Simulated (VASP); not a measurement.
**S: single point with PBE**

The system is S.

```
CELL_PARAMETERS angstrom
-1.58914 1.58914 1.58914
1.58914 -1.58914 1.58914
1.58914 1.58914 -1.58914
ATOMIC_POSITIONS crystal
S 0.00000 0.00000 0.00000
```

This isn't the form of S at room conditions, which is orthorhombic, of S8 rings.

```yaml
Program: VASP 6.6.1
Task: single point
Functional: PBE
Potentials_or_basis: VASP PAW PBE potentials, release 64 (S)
Cutoff: 500 eV
k_mesh: 9 × 9 × 9
Occupations: gaussian, width 0.05 eV
Spin: no spin polarisation
```

```json
{
 "Pressure": "-0.1 GPa",
 "Band gap on the k mesh": "zero (bands 3 and 4 overlap by 6.35 eV)"
}
```

Levels at points of the mesh, in eV from the Fermi level:
```tsv
k point	band 1	band 2	band 3	band 4	band 5	band 6	band 7
(0.00, 0.00, 0.00)	-16.53	3.18	3.18	3.18	12.43	12.43	12.43
```

Run time: 4.4 s on 1 thread of AMD EPYC 7R43 64-Core Processor (Zen 3), on a shared host, peak memory 0.09 GiB.
